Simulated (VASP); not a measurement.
# TiC (rocksalt type) (Fm-3m) in VASP: further runs

The runs below take TiC (rocksalt type) through single point, with LDA.

Everything below comes from runs of VASP 6.6.1. Logs are shortened: lines on timing, memory, paths and dates and some standing lists are left out, and cuts for length are marked.

### 1 The cell of the first run

The structure is cubic, space group Fm-3m (No. 225). The conventional cell has a = 3.672 Å, b = 3.672 Å, c = 3.672 Å, α = 90.00°, β = 90.00°, γ = 90.00°. Ti (site symmetry m-3m) has 6 C at 1.84 Å within 2.4 Å. Within 2.4 Å of C (site symmetry m-3m) lie 6 Ti at 1.84 Å.

### 2 Single point, LDA (volume scaled by 0.64)

Contents of INCAR:

```
SYSTEM = TiC
  PREC = Accurate
  ENCUT = 520
  EDIFF = 1E-6
  ISMEAR = -1
  SIGMA = 0.08
  LREAL = .False.
  LASPH = .True.
  NELM = 60
  ALGO = Normal
  ISIF = 2
  LWAVE = .False.
  LCHARG = .False.
  NBANDS = 15
```

Contents of KPOINTS:

```
regular mesh
0
Gamma
  17 17 17
  0 0 0
```

Contents of POSCAR:

```
TiC
1.0
    0.0000000000      1.8359656644      1.8359656644
    1.8359656644      0.0000000000      1.8359656644
    1.8359656644      1.8359656644      0.0000000000
Ti C
1 1
Direct
    0.0000000000      0.0000000000      0.0000000000
    0.5000000000      0.5000000000      0.5000000000
```

Potentials or basis: VASP PAW LDA potentials, release 64 (Ti_sv, C).

The run is started by

```bash
> cat potpaw_LDA.64/Ti_sv/POTCAR potpaw_LDA.64/C/POTCAR > POTCAR
> mpirun -np 1 vasp_std > vasp.out
```

OUTCAR:

```text
SYSTEM = TiC
   PREC = Accurate
   ENCUT = 520
   EDIFF = 1E-6
   ISMEAR = -1
   LREAL = .False.
   LASPH = .True.
   NELM = 60
   ISIF = 2

 ion  position               nearest neighbor table
   1  0.000  0.000  0.000-   2 1.84   2 1.84   2 1.84   2 1.84   2 1.84   2 1.84
   2  0.500  0.500  0.500-   1 1.84   1 1.84   1 1.84   1 1.84   1 1.84   1 1.84

  LATTYP: Found a face centered cubic cell.
 ALAT       =     3.6719313288

  Lattice vectors:

 A1 = (   0.0000000000,   1.8359656644,   1.8359656644)
 A2 = (   1.8359656644,   0.0000000000,   1.8359656644)
 A3 = (   1.8359656644,   1.8359656644,   0.0000000000)

Analysis of symmetry for initial positions (statically):
=====================================================================
 Subroutine PRICEL returns:
 Original cell was already a primitive cell.

 Routine SETGRP: Setting up the symmetry group for a
 face centered cubic supercell.

 Subroutine GETGRP returns: Found 48 space group operations
 (whereof 48 operations were pure point group operations)
 out of a pool of 48 trial point group operations.

The static configuration has the point symmetry O_h .

Analysis of symmetry for dynamics (positions and initial velocities):
=====================================================================
 Subroutine PRICEL returns:
 Original cell was already a primitive cell.

 Routine SETGRP: Setting up the symmetry group for a
 face centered cubic supercell.

 Subroutine GETGRP returns: Found 48 space group operations
 (whereof 48 operations were pure point group operations)
 out of a pool of 48 trial point group operations.

The dynamic configuration has the point symmetry O_h .

 Subroutine INISYM returns: Found 48 space group operations
 (whereof 48 operations are pure point group operations),
 and found     1 'primitive' translations

----------------------------------------------------------------------------------------

                                     Primitive cell

  volume of cell :      12.3772

  direct lattice vectors                    reciprocal lattice vectors
     0.000000000  1.835965664  1.835965664    -0.272336248  0.272336248  0.272336248
     1.835965664  0.000000000  1.835965664     0.272336248 -0.272336248  0.272336248
     1.835965664  1.835965664  0.000000000     0.272336248  0.272336248 -0.272336248

  length of vectors
     2.596447543  2.596447543  2.596447543     0.471700218  0.471700218  0.471700218

  position of ions in fractional coordinates (direct lattice)
     0.000000000  0.000000000  0.000000000
     0.500000000  0.500000000  0.500000000

  ion indices of the primitive-cell ions
   primitive index   ion index
                 1           1
                 2           2

----------------------------------------------------------------------------------------

 KPOINTS: regular mesh

Automatic generation of k-mesh.
 Grid dimensions read from file:
 generate k-points for:   17   17   17

 Generating k-lattice:

  Cartesian coordinates                     Fractional coordinates (reciprocal lattice)
    -0.016019779  0.016019779  0.016019779     0.058823529  0.000000000  0.000000000
     0.016019779 -0.016019779  0.016019779     0.000000000  0.058823529  0.000000000
     0.016019779  0.016019779 -0.016019779     0.000000000  0.000000000  0.058823529

  Length of vectors
     0.027747072  0.027747072  0.027747072

  Shift w.r.t. Gamma in fractional coordinates (k-lattice)
     0.000000000  0.000000000  0.000000000

 Subroutine IBZKPT returns following result:
 ===========================================

 Found    165 irreducible k-points:

 Following reciprocal coordinates:
            Coordinates               Weight
  0.000000  0.000000  0.000000      1.000000
  0.058824  0.000000  0.000000      8.000000
  0.117647  0.000000  0.000000      8.000000
  0.176471  0.000000  0.000000      8.000000
  0.235294  0.000000  0.000000      8.000000
  0.294118  0.000000  0.000000      8.000000
[... 16 lines left out ...]
 -0.176471  0.058824  0.000000     24.000000
 -0.117647  0.058824  0.000000     24.000000
 [... further k-points ...]
   k-points           NKPTS =    165   k-points in BZ     NKDIM =    165   number of bands    NBANDS=     15
   number of dos      NEDOS =    301   number of ions     NIONS =      2
   total plane-waves  NPLWV =   8000
   dimension x,y,z NGX =    20 NGY =   20 NGZ =   20
   dimension x,y,z NGXF=    40 NGYF=   40 NGZF=   40
   ions per type =               1   1
   NGX,Y,Z   is equivalent  to a cutoff of  12.81, 12.81, 12.81 a.u.
   NGXF,Y,Z  is equivalent  to a cutoff of  25.61, 25.61, 25.61 a.u.
 SYSTEM =  TiC
   PREC   = accura    normal or accurate (medium, high low for compatibility)
   ISTART =      0    job   : 0-new  1-cont  2-samecut
   ICHARG =      2    charge: 1-file 2-atom 10-const
   ISPIN  =      1    spin polarized calculation?
   LNONCOLLINEAR =      F non collinear calculations
   LSORBIT =      F    spin-orbit coupling
   LASPH  =      T    aspherical Exc in radial PAW
   ENCUT  =  520.0 eV  38.22 Ry    6.18 a.u.   4.83  4.83  4.83*2*pi/ulx,y,z
   NELM   =     60;   NELMIN=  2; NELMDL= -5     # of ELM steps
   EDIFF  = 0.1E-05   stopping-criterion for ELM
   LREAL  =      F    real-space projection
   EDIFFG = 0.1E-04   stopping-criterion for IOM
   NSW    =      0    number of steps for IOM
   IBRION =     -1    ionic relax: 0-MD 1-quasi-New 2-CG
   NFREE  =      0    steps in history (QN), initial steepest desc. (CG)
   ISIF   =      2    stress and relaxation
   ISYM   =      2    0-nonsym 1-usesym 2-fastsym
   POTIM  = 0.5000    time-step for ionic-motion
   TEBEG  =    0.0;   TEEND  =   0.0 temperature during run
   PSTRESS=    0.0 pullay stress
   NELECT =      16.0000    total number of electrons
   NUPDOWN=      -1.0000    fix difference up-down
   EMIN   =  10.00;   EMAX   =-10.00  energy-range for DOS
   EFERMI =   0.00;   METHOD = LEGACY
   ISMEAR =    -1;   SIGMA  =   0.08  broadening in eV -4-tet -1-fermi 0-gaus
   EFERMI_NEDOS =   21; number of points for ismear=-14 and -15
   IALGO  =     38    algorithm
   IMIX   =      4    mixing-type and parameters
     AMIX     =   0.40;   BMIX     =  1.00
     AMIX_MAG =   1.60;   BMIX_MAG =  1.00
  volume/ion in A,a.u.               =       6.19        41.76
  Fermi-wavevector in a.u.,A,eV,Ry     =   1.783365  3.370071 43.271849  3.180391
  Thomas-Fermi vector in A             =   2.847568
   LORBIT       =      0    0 simple, 1 ext, 2 COOP (PROOUT), +10 PAW based schemes
   GGA     = CA    functional components
   LHFCALC =     F    Hartree Fock is set to
   AEXX    =    0.0000 exact exchange contribution
   IVDW    =     0    specifies the selected vdW correction
   LEPSILON=     F    determine dielectric tensor
   LRPA    =     F    only Hartree local field effects (RPA)
 non-spin polarized calculation
  energy-cutoff  :      520.00
  volume of cell :       12.38
 maximum number of plane-waves:       343
   NGX =  9   NGY =  9   NGZ =  9

 number of electron      15.9999998 magnetization

 Free energy of the ion-electron system (eV)
  ---------------------------------------------------
  ext. energy  EPLUGINS =         0.00000000
  ---------------------------------------------------
  free energy    TOTEN  =       -15.99592337 eV

  energy without entropy =      -15.99138469  energy(sigma->0) =      -15.99365403

 E-fermi :  16.3697     XC(G=0): -15.7128

 val. band max:       16.3060580208   @ k =   0.4118   0.3529   0.0000
 cond. band min:      16.4059569867   @ k =   0.3529   0.2941   0.0000
 fundamental gap:      0.0998989659
 Fermi energy:        16.3697075193

 k-point     1 :       0.0000    0.0000    0.0000
  band No.  band energies     occupation
      1     -38.6795      2.00000
      2     -14.1914      2.00000
      3     -14.1914      2.00000
      4     -14.1914      2.00000
      5       2.3199      2.00000
      6      16.7631      0.01452
      7      16.7631      0.01452
      8      16.7631      0.01452
      9      18.6733      0.00000
     10      18.6733      0.00000
     11      18.6733      0.00000
     12      19.0444      0.00000
     13      19.0444      0.00000
     14      32.2299      0.00000
     15      35.7859      0.00000

 k-point     2 :       0.0588    0.0000    0.0000
  band No.  band energies     occupation
      1     -38.6604      2.00000
      2     -14.2951      2.00000
      3     -14.1983      2.00000
      4     -14.1983      2.00000
      5       2.4800      2.00000
      6      16.2234      1.72317
      7      16.6086      0.09610
      8      16.6086      0.09610
      9      17.6282      0.00000
     10      17.6282      0.00000
     11      19.0413      0.00000
     12      20.4714      0.00000
     13      20.4714      0.00000
     14      32.4948      0.00000
     15      35.8692      0.00000

 k-point     3 :       0.1176    0.0000    0.0000
  band No.  band energies     occupation
      1     -38.6051      2.00000
      2     -14.5854      2.00000
      3     -14.2180      2.00000
      4     -14.2180      2.00000
      5       2.9366      2.00000
      6      15.1612      2.00000
      7      15.6225      1.99982
      8      15.6225      1.99982
      9      17.5720      0.00000
     10      17.5720      0.00000
     11      19.6438      0.00000
     12      22.1809      0.00000
     13      22.1809      0.00000
     14      33.1732      0.00000
     15      36.0476      0.00000
[... 343 lines left out ...]
 k-point    23 :      -0.1765    0.0588    0.0000
  band No.  band energies     occupation
      1     -38.4725      2.00000
      2     -15.1837      2.00000
      3     -14.3637      2.00000
      4     -14.2188      2.00000
      5       4.0077      2.00000
      6      13.4202      2.00000
      7      13.7478      2.00000
      8      14.2355      2.00000
      9      17.8529      0.00000
     10      18.8766      0.00000
     11      20.6250      0.00000
     12      23.7170      0.00000
     13      25.4644      0.00000
     14      34.0081      0.00000
     15      36.3579      0.00000

 k-point    24 :      -0.1176    0.0588    0.0000
  band No.  band energies     occupation
      1     -38.5640      2.00000
      2     -14.7519      2.00000
      3     -14.3115      2.00000
      4     -14.1966      2.00000
      5       3.2698      2.00000
      6      14.6332      2.00000
      7      14.8426      2.00000
      8      15.0943      2.00000
      9      17.2953      0.00002
     10      18.4319      0.00000
     11      20.0715      0.00000
     12      22.1100      0.00000
     13      23.7554      0.00000
     14      33.6177      0.00000
     15      36.1258      0.00000

 [... further k-points ...]
[... 5 lines left out ...]
  --------------------------------------------------------------------------------------
  -------------------------------------------------------------------------------------
  Total       22.9896275     22.9896275     22.9896275     -0.0000000      0.0000000      0.0000000
  in kB     2975.9035866   2975.9035866   2975.9035866     -0.0000000      0.0000000      0.0000000
  external PRESSURE =    2975.9035866 kB  Pullay stress =       0.0000000 kB

 VOLUME and BASIS-vectors are now :
 -----------------------------------------------------------------------------
  energy-cutoff  :      520.00
  volume of cell :       12.38
      direct lattice vectors                 reciprocal lattice vectors
     0.000000000  1.835965664  1.835965664    -0.272336248  0.272336248  0.272336248
     1.835965664  0.000000000  1.835965664     0.272336248 -0.272336248  0.272336248
     1.835965664  1.835965664  0.000000000     0.272336248  0.272336248 -0.272336248

 POSITION                                       TOTAL-FORCE (eV/Angst)
 -----------------------------------------------------------------------------------
      0.00000      0.00000      0.00000         0.000000      0.000000      0.000000
      1.83597      1.83597      1.83597         0.000000     -0.000000     -0.000000
 -----------------------------------------------------------------------------------
    total drift:                                0.000000     -0.000000     -0.000000

  FREE ENERGIE OF THE ION-ELECTRON SYSTEM (eV)
  ---------------------------------------------------
  free  energy   TOTEN  =       -15.9959233660 eV

  energy  without entropy=      -15.9913846923  energy(sigma->0) =      -15.99365403
```

It took 28 s on 1 thread of Intel Xeon 6975P-C, shared host; peak memory 0.14 GiB.

Results:

| Property | Result |
| --- | --- |
| Free energy | -15.9959 eV |
| Pressure | 297.6 GPa |
| Band gap on the k mesh | zero (band 8 reaches 17.23 eV, above the bottom of band 9 at 15.80 eV) |

(Part 1 of 3 ends here.)
